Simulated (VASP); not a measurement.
# MgO in VASP: a series of runs

The runs below take MgO through single point, with r2SCAN.

Everything below comes from runs of VASP 6.6.1. Logs are shortened: lines on timing, memory, paths and dates and some standing lists are left out, and cuts for length are marked.

## 1. The cell of the first run

It takes space group I4/mmm (No. 139, tetragonal). The conventional cell has a = 2.973 Å, b = 2.973 Å, c = 4.309 Å, α = 90.00°, β = 90.00°, γ = 90.00°. Within 2.8 Å of Mg (site symmetry 4/mmm) lie 6 O at 2.10 to 2.15 Å. O (site symmetry 4/mmm) has 6 Mg at 2.10 to 2.15 Å within 2.8 Å.

## 2. Single point, r2SCAN (uniaxial x strain +2.5%)

The input, POSCAR:

```
MgO
1.0
    0.0000000000      2.1021674158      2.1021674158
    2.1547216012      0.0000000000      2.1021674158
    2.1547216012      2.1021674158      0.0000000000
Mg O
1 1
Direct
    0.0000000000      0.0000000000      0.0000000000
    0.5000000000      0.5000000000      0.5000000000
```

The input, INCAR.step1:

```
SYSTEM = MgO
PREC = Accurate ; ENCUT = 750
ISMEAR = 0 ; SIGMA = 0.01
LREAL = .False. ; LASPH = .True.
NELM = 120 ; NBANDS = 15
GGA = PE ; ALGO = Normal
EDIFF = 1E-5 ; LWAVE = .True.
LCHARG = .False. ; GGA_COMPAT = .False.
```

The input, INCAR.step2:

```
SYSTEM = MgO
PREC = Accurate ; ENCUT = 750
EDIFF = 1E-6 ; ISMEAR = 0
SIGMA = 0.01 ; LREAL = .False.
LASPH = .True. ; NELM = 120
ALGO = Normal ; ISIF = 2
LWAVE = .False. ; LCHARG = .False.
METAGGA = R2SCAN ; LMIXTAU = .True.
NBANDS = 15 ; ISTART = 1
GGA_COMPAT = .False.
```

The input, KPOINTS:

```
Automatic mesh
0
Gamma
  10 10 10
  0 0 0
```

Potentials or basis: VASP PAW PBE potentials, release 64 (Mg_sv, O).

Run with:

```sh
$ cat potpaw_PBE.64/Mg_sv/POTCAR potpaw_PBE.64/O/POTCAR > POTCAR
$ cp INCAR.step1 INCAR
$ mpirun -np 1 vasp_std > vasp.out
$ cp INCAR.step2 INCAR
$ mpirun -np 1 vasp_std > vasp.out
```

OUTCAR:

```text
SYSTEM = MgO
   PREC = Accurate
   ENCUT = 750
   EDIFF = 1E-6
   ISMEAR = 0
   LREAL = .False.
   LASPH = .True.
   NELM = 120
   ISIF = 2
   METAGGA = R2SCAN
   ISTART = 1

 ion  position               nearest neighbor table
   1  0.000  0.000  0.000-   2 2.10   2 2.10   2 2.10   2 2.10
   2  0.500  0.500  0.500-   1 2.10   1 2.10   1 2.10   1 2.10

  LATTYP: Found a body centered tetragonal cell.
 ALAT       =     2.9729136698
 C/A-ratio  =     1.4495689014

  Lattice vectors:

 A1 = (   2.1547216012,   0.0000000000,   2.1021674158)
 A2 = (   2.1547216012,   0.0000000000,  -2.1021674158)
 A3 = (  -2.1547216012,   2.1021674158,   0.0000000000)

Analysis of symmetry for initial positions (statically):
=====================================================================
 Subroutine PRICEL returns:
 Original cell was already a primitive cell.

 Routine SETGRP: Setting up the symmetry group for a
 body centered tetragonal supercell.

 Subroutine GETGRP returns: Found 16 space group operations
 (whereof 16 operations were pure point group operations)
 out of a pool of 16 trial point group operations.

The static configuration has the point symmetry D_4h.

Analysis of symmetry for dynamics (positions and initial velocities):
=====================================================================
 Subroutine PRICEL returns:
 Original cell was already a primitive cell.

 Routine SETGRP: Setting up the symmetry group for a
 body centered tetragonal supercell.

 Subroutine GETGRP returns: Found 16 space group operations
 (whereof 16 operations were pure point group operations)
 out of a pool of 16 trial point group operations.

The dynamic configuration has the point symmetry D_4h.

 Subroutine INISYM returns: Found 16 space group operations
 (whereof 16 operations are pure point group operations),
 and found     1 'primitive' translations

----------------------------------------------------------------------------------------

                                     Primitive cell

  volume of cell :      19.0439

  direct lattice vectors                    reciprocal lattice vectors
     0.000000000  2.102167416  2.102167416    -0.232048539  0.237849753  0.237849753
     2.154721601  0.000000000  2.102167416     0.232048539 -0.237849753  0.237849753
     2.154721601  2.102167416  0.000000000     0.232048539  0.237849753 -0.237849753

  length of vectors
     2.972913670  3.010304473  3.010304473     0.408645977  0.408645977  0.408645977

  position of ions in fractional coordinates (direct lattice)
[... 84 lines left out ...]
   NFREE  =      0    steps in history (QN), initial steepest desc. (CG)
   ISIF   =      2    stress and relaxation
   ISYM   =      2    0-nonsym 1-usesym 2-fastsym
   POTIM  = 0.5000    time-step for ionic-motion
   TEBEG  =    0.0;   TEEND  =   0.0 temperature during run
   PSTRESS=    0.0 pullay stress
   NELECT =      16.0000    total number of electrons
   NUPDOWN=      -1.0000    fix difference up-down
   EMIN   =  10.00;   EMAX   =-10.00  energy-range for DOS
   EFERMI =   0.00;   METHOD = LEGACY
   ISMEAR =     0;   SIGMA  =   0.01  broadening in eV -4-tet -1-fermi 0-gaus
   EFERMI_NEDOS =   21; number of points for ismear=-14 and -15
   IALGO  =     38    algorithm
   IMIX   =      4    mixing-type and parameters
     AMIX     =   0.40;   BMIX     =  1.00
     AMIX_MAG =   1.60;   BMIX_MAG =  1.00
  volume/ion in A,a.u.               =       9.52        64.26
  Fermi-wavevector in a.u.,A,eV,Ry     =   1.544767  2.919186 32.467640  2.386304
  Thomas-Fermi vector in A             =   2.650241
   LORBIT       =      0    0 simple, 1 ext, 2 COOP (PROOUT), +10 PAW based schemes
   METAGGA = R2SCAN    functional components
   LHFCALC =     F    Hartree Fock is set to
   AEXX    =    0.0000 exact exchange contribution
   IVDW    =     0    specifies the selected vdW correction
   LEPSILON=     F    determine dielectric tensor
   LRPA    =     F    only Hartree local field effects (RPA)
 non-spin polarized calculation
 Gauss-broadening in eV      SIGMA  =   0.01
  energy-cutoff  :      750.00
  volume of cell :       19.04
 maximum number of plane-waves:       909
   NGX = 13   NGY = 13   NGZ = 13

 number of electron      15.9999993 magnetization

 Free energy of the ion-electron system (eV)
  ---------------------------------------------------
  ext. energy  EPLUGINS =         0.00000000
  ---------------------------------------------------
  free energy    TOTEN  =       -16.15567795 eV

  energy without entropy =      -16.15567795  energy(sigma->0) =      -16.15567795

 E-fermi :   2.5100     XC(G=0): -11.9335

 val. band max:        2.4063540093   @ k =   0.0000   0.0000   0.0000
 cond. band min:       7.8257379230   @ k =   0.0000   0.0000   0.0000
 fundamental gap:      5.4193839137
 Fermi energy:         2.5100137416

 k-point     1 :       0.0000    0.0000    0.0000
  band No.  band energies     occupation
      1     -72.6667      2.00000
      2     -37.7709      2.00000
      3     -37.7543      2.00000
      4     -37.7543      2.00000
      5     -15.7190      2.00000
      6       2.3553      2.00000
      7       2.3553      2.00000
      8       2.4064      2.00000
      9       7.8257      0.00000
     10      18.9538      0.00000
     11      19.2148      0.00000
     12      19.2148      0.00000
     13      23.1791      0.00000
     14      24.5858      0.00000
[... 401 lines left out ...]
      2     -37.8100      2.00000
      3     -37.7894      2.00000
      4     -37.7770      2.00000
      5     -14.5363      2.00000
      6      -1.1186      2.00000
      7       1.0548      2.00000
      8       1.2886      2.00000
      9      12.8021      0.00000
     10      13.3942      0.00000
     11      17.1348      0.00000
     12      21.4755      0.00000
     13      21.9011      0.00000
     14      28.3528      0.00000
     15      30.6820      0.00000

 [... further k-points ...]
[... 5 lines left out ...]
  --------------------------------------------------------------------------------------
  -------------------------------------------------------------------------------------
  Total       -0.7914020     -0.2654338     -0.2654338     -0.0000000      0.0000000      0.0000000
  in kB      -66.5812502    -22.3311451    -22.3311451     -0.0000000      0.0000000      0.0000000
  external PRESSURE =     -37.0811802 kB  Pullay stress =       0.0000000 kB

 VOLUME and BASIS-vectors are now :
 -----------------------------------------------------------------------------
  energy-cutoff  :      750.00
  volume of cell :       19.04
      direct lattice vectors                 reciprocal lattice vectors
     0.000000000  2.102167416  2.102167416    -0.232048539  0.237849753  0.237849753
     2.154721601  0.000000000  2.102167416     0.232048539 -0.237849753  0.237849753
     2.154721601  2.102167416  0.000000000     0.232048539  0.237849753 -0.237849753

 POSITION                                       TOTAL-FORCE (eV/Angst)
 -----------------------------------------------------------------------------------
      0.00000      0.00000      0.00000         0.000000     -0.000000     -0.000000
      2.15472      2.10217      2.10217         0.000000      0.000000      0.000000
 -----------------------------------------------------------------------------------
    total drift:                                0.000000      0.000000      0.000000

  FREE ENERGIE OF THE ION-ELECTRON SYSTEM (eV)
  ---------------------------------------------------
  free  energy   TOTEN  =       -16.1556779529 eV

  energy  without entropy=      -16.1556779529  energy(sigma->0) =      -16.15567795
```

OUTCAR.step1:

```text
SYSTEM = MgO
   PREC = Accurate
   ENCUT = 750
   ISMEAR = 0
   LREAL = .False.
   LASPH = .True.
[... 654 lines left out ...]
      0.00000      0.00000      0.00000        -0.000000     -0.000000      0.000000
      2.15472      2.10217      2.10217         0.000000      0.000000     -0.000000
 -----------------------------------------------------------------------------------
    total drift:                                0.000000      0.000000      0.000000

  FREE ENERGIE OF THE ION-ELECTRON SYSTEM (eV)
  ---------------------------------------------------
  free  energy   TOTEN  =       -11.8818639156 eV

  energy  without entropy=      -11.8818639156  energy(sigma->0) =      -11.88186392
```

Wall time 2.2 min (1 thread of AMD EPYC 9R45 (Zen 5), shared host); peak memory 0.16 GiB.

Results:

| Property | Result |
| --- | --- |
| Free energy | -16.1557 eV |
| Pressure | -3.7 GPa |
| Band gap on the k mesh | 5.42 eV |

Stress tensor (GPa, compression positive):
```
-6.66  0.00  0.00
 0.00 -2.23  0.00
 0.00  0.00 -2.23
```

Caveat: the cell differs from its parent crystal (uniaxial x strain +2.5%); the cell stands under tension; the PAW data sets were made with another functional, which shifts forces and pressure a little.

## 3. Single point, r2SCAN (shear xy strain -5.0%)

The input, POSCAR:

```
MgO
1.0
   -0.0525541854      2.1021674158      2.1021674158
    2.1021674158     -0.0525541854      2.1021674158
    2.0496132304      2.0496132304      0.0000000000
Mg O
1 1
Direct
    0.0000000000      0.0000000000      0.0000000000
    0.5000000000      0.5000000000      0.5000000000
```

The input, INCAR.step1:

```
SYSTEM = MgO
  PREC = Accurate
  ENCUT = 750
  ISMEAR = 0
  SIGMA = 0.01
  LREAL = .False.
  LASPH = .True.
  NELM = 120
  NBANDS = 15
  GGA = PE
  ALGO = Normal
  EDIFF = 1E-5
  LWAVE = .True.
  LCHARG = .False.
  GGA_COMPAT = .False.
```

The input, INCAR.step2:

```
SYSTEM = MgO
  PREC = Accurate
  ENCUT = 750
  EDIFF = 1E-6
  ISMEAR = 0
  SIGMA = 0.01
  LREAL = .False.
  LASPH = .True.
  NELM = 120
  ALGO = Normal
  ISIF = 2
  LWAVE = .False.
  LCHARG = .False.
  METAGGA = R2SCAN
  LMIXTAU = .True.
  NBANDS = 15
  ISTART = 1
  GGA_COMPAT = .False.
```

KPOINTS is that of step 2.

Potentials or basis: VASP PAW PBE potentials, release 64 (Mg_sv, O).

Run with:

```sh
$ cat potpaw_PBE.64/Mg_sv/POTCAR potpaw_PBE.64/O/POTCAR > POTCAR
$ cp INCAR.step1 INCAR
$ mpirun -np 1 vasp_std > vasp.out
$ cp INCAR.step2 INCAR
$ mpirun -np 1 vasp_std > vasp.out
```

OUTCAR:

```text
SYSTEM = MgO
   PREC = Accurate
   ENCUT = 750
   EDIFF = 1E-6
   ISMEAR = 0
   LREAL = .False.
   LASPH = .True.
   NELM = 120
   ISIF = 2
   METAGGA = R2SCAN
   ISTART = 1

 ion  position               nearest neighbor table
   1  0.000  0.000  0.000-   2 2.10   2 2.10   2 2.10   2 2.10   2 2.10   2 2.10
   2  0.500  0.500  0.500-   1 2.10   1 2.10   1 2.10   1 2.10   1 2.10   1 2.10

  LATTYP: Found a body centered orthorhombic cell.
 ALAT       =     2.8985908281
 B/A-ratio  =     1.0512820513
 C/A-ratio  =     1.4504754486

  Lattice vectors:

 A1 = (   0.0525541854,  -2.1021674158,  -2.1021674158)
 A2 = (  -0.0525541854,   2.1021674158,  -2.1021674158)
 A3 = (   2.1021674158,  -0.0525541854,   2.1021674158)

Analysis of symmetry for initial positions (statically):
=====================================================================
 Subroutine PRICEL returns:
 Original cell was already a primitive cell.

 Routine SETGRP: Setting up the symmetry group for a
 body centered orthorhombic supercell.

 Subroutine GETGRP returns: Found  8 space group operations
 (whereof  8 operations were pure point group operations)
 out of a pool of  8 trial point group operations.

The static configuration has the point symmetry D_2h.

Analysis of symmetry for dynamics (positions and initial velocities):
=====================================================================
 Subroutine PRICEL returns:
 Original cell was already a primitive cell.

 Routine SETGRP: Setting up the symmetry group for a
 body centered orthorhombic supercell.

 Subroutine GETGRP returns: Found  8 space group operations
 (whereof  8 operations were pure point group operations)
 out of a pool of  8 trial point group operations.

The dynamic configuration has the point symmetry D_2h.

 Subroutine INISYM returns: Found  8 space group operations
 (whereof  8 operations are pure point group operations),
 and found     1 'primitive' translations

----------------------------------------------------------------------------------------

                                     Primitive cell

[... 115 lines left out ...]
   METAGGA = R2SCAN    functional components
   LHFCALC =     F    Hartree Fock is set to
   AEXX    =    0.0000 exact exchange contribution
   IVDW    =     0    specifies the selected vdW correction
   LEPSILON=     F    determine dielectric tensor
   LRPA    =     F    only Hartree local field effects (RPA)
 non-spin polarized calculation
 Gauss-broadening in eV      SIGMA  =   0.01
  energy-cutoff  :      750.00
  volume of cell :       18.57
 maximum number of plane-waves:       889
   NGX = 13   NGY = 13   NGZ = 13

 number of electron      16.0000003 magnetization

 Free energy of the ion-electron system (eV)
  ---------------------------------------------------
  ext. energy  EPLUGINS =         0.00000000
  ---------------------------------------------------
  free energy    TOTEN  =       -16.14055283 eV

  energy without entropy =      -16.14055283  energy(sigma->0) =      -16.14055283

 E-fermi :   2.8985     XC(G=0): -12.0749

 val. band max:        2.7572460676   @ k =   0.0000   0.0000   0.0000
 cond. band min:       8.2370668601   @ k =   0.0000   0.0000   0.0000
 fundamental gap:      5.4798207925
 Fermi energy:         2.8985301869

 k-point     1 :       0.0000    0.0000    0.0000
  band No.  band energies     occupation
      1     -72.4094      2.00000
      2     -37.5111      2.00000
      3     -37.4998      2.00000
      4     -37.4896      2.00000
      5     -15.6602      2.00000
      6       2.3748      2.00000
      7       2.5498      2.00000
      8       2.7572      2.00000
      9       8.2371      0.00000
     10      18.7197      0.00000
     11      19.4924      0.00000
     12      20.2237      0.00000
     13      23.5319      0.00000
     14      25.4210      0.00000
[... 401 lines left out ...]
      2     -37.5592      2.00000
      3     -37.5309      2.00000
      4     -37.5149      2.00000
      5     -14.4460      2.00000
      6      -1.0509      2.00000
      7       1.0076      2.00000
      8       1.7435      2.00000
      9      13.1912      0.00000
     10      13.7445      0.00000
     11      17.5124      0.00000
     12      21.8831      0.00000
     13      22.7616      0.00000
     14      29.1111      0.00000
     15      31.1767      0.00000

 [... further k-points ...]
[... 5 lines left out ...]
  --------------------------------------------------------------------------------------
  -------------------------------------------------------------------------------------
  Total        0.0184170      0.0184170     -0.0457901      0.8941193      0.0000000      0.0000000
  in kB        1.5891663      1.5891663     -3.9511334     77.1517316      0.0000000      0.0000000
  external PRESSURE =      -0.2576003 kB  Pullay stress =       0.0000000 kB

 VOLUME and BASIS-vectors are now :
 -----------------------------------------------------------------------------
  energy-cutoff  :      750.00
  volume of cell :       18.57
      direct lattice vectors                 reciprocal lattice vectors
    -0.052554185  2.102167416  2.102167416    -0.232048539  0.232048539  0.237849753
     2.102167416 -0.052554185  2.102167416     0.232048539 -0.232048539  0.237849753
     2.049613230  2.049613230  0.000000000     0.243948464  0.243948464 -0.237849753

 POSITION                                       TOTAL-FORCE (eV/Angst)
 -----------------------------------------------------------------------------------
      0.00000      0.00000      0.00000        -0.000000      0.000000     -0.000000
      2.04961      2.04961      2.10217         0.000000     -0.000000      0.000000
 -----------------------------------------------------------------------------------
    total drift:                                0.000000      0.000000      0.000000

  FREE ENERGIE OF THE ION-ELECTRON SYSTEM (eV)
  ---------------------------------------------------
  free  energy   TOTEN  =       -16.1405528340 eV

  energy  without entropy=      -16.1405528340  energy(sigma->0) =      -16.14055283
```

Wall time 2.2 min (1 thread of Intel Xeon 6975P-C (Granite Rapids), shared host); peak memory 0.22 GiB.

What came out:

| Property | Result |
| --- | --- |
| Free energy | -16.1406 eV |
| Pressure | 0.0 GPa |
| Band gap on the k mesh | 5.48 eV |

Caveat: the cell differs from its parent crystal (shear xy strain -5.0%); the PAW data sets were made with another functional, which shifts forces and pressure a little.

## 4. Single point, r2SCAN

This run uses another cell than the first one, of 9.29 Å³/atom.

The input, POSCAR:

```
MgO
1.0
    0.0000000000      2.1021674167      2.1021674167
    2.1021674167      0.0000000000      2.1021674167
    2.1021674167      2.1021674167      0.0000000000
Mg O
1 1
Direct
    0.0000000000      0.0000000000      0.0000000000
    0.5000000000      0.5000000000      0.5000000000
```

The input, INCAR.step1:

```
SYSTEM = MgO
  ALGO = Normal
  EDIFF = 1E-5
  ENCUT = 750
  GGA = PE
  GGA_COMPAT = .False.
  ISMEAR = 0
  LASPH = .True.
  LCHARG = .False.
  LREAL = .False.
  LWAVE = .True.
  NBANDS = 15
  NELM = 120
  PREC = Accurate
  SIGMA = 0.01
```

The input, INCAR.step2:

```
SYSTEM = MgO
  ALGO = Normal
  EDIFF = 1E-6
  ENCUT = 750
  GGA_COMPAT = .False.
  ISIF = 2
  ISMEAR = 0
  ISTART = 1
  LASPH = .True.
  LCHARG = .True.
  LELF = .True.
  LMIXTAU = .True.
  LREAL = .False.
  LVHAR = .True.
  LWAVE = .False.
  METAGGA = R2SCAN
  NBANDS = 15
  NELM = 120
  PREC = Accurate
  SIGMA = 0.01
```

The input, KPOINTS:

```
k-points
0
Gamma
  10 10 10
  0 0 0
```

Run with:

```sh
$ cat potpaw_PBE.64/Mg_sv/POTCAR potpaw_PBE.64/O/POTCAR > POTCAR
$ cp INCAR.step1 INCAR
$ mpirun -np 1 vasp_std > vasp.out
$ cp INCAR.step2 INCAR
$ mpirun -np 1 vasp_std > vasp.out
```

Wall time 81 s (1 thread of Intel Xeon Platinum 8488C (Sapphire Rapids), shared host); peak memory 0.17 GiB.

The run converged. Its results:

```
Free energy            : -16.1628 eV
Pressure               : 0.0 GPa
Band gap on the k mesh : 5.70 eV
```

Levels at points of the mesh, in eV from the valence-band top:
```tsv
k point	band 6	band 7	band 8	band 9	band 10	band 11
(0.00, 0.00, 0.00)	0.00	0.00	0.00	5.70	16.89	16.89
(0.50, 0.00, 0.00)	-4.62	-0.68	-0.68	8.87	13.91	17.57
(0.50, 0.50, 0.00)	-4.09	-1.37	-1.37	10.05	11.22	14.38
```

Caveat: the PAW data sets were made with another functional, which shifts forces and pressure a little.

## 5. Summary

```tsv
cell	gap on the mesh (eV)	pressure (GPa)
a = 2.973, b = 3.010, c = 3.010 Å, angles 59.2, 60.4, 60.4°, 2 atoms	5.42	-3.7
a = 2.973, b = 2.973, c = 2.899 Å, angles 60.8, 60.8, 61.7°, 2 atoms	5.48	0.0
a = 2.973 Å, angles 60.0°, 2 atoms	5.70	0.0
```

Alike in all rows: task single point; level r2SCAN; potentials or basis VASP PAW PBE potentials, release 64 (Mg_sv, O); no spin polarisation; k mesh 10 × 10 × 10; cutoff (eV) 750; smearing gaussian 0.01 eV.

Caveats: the PAW data sets were made with another functional, which shifts forces and pressure a little; the cell stands under tension (at least some runs).

Total energies depend on the potentials used, so only differences within one code and one set of settings carry meaning.
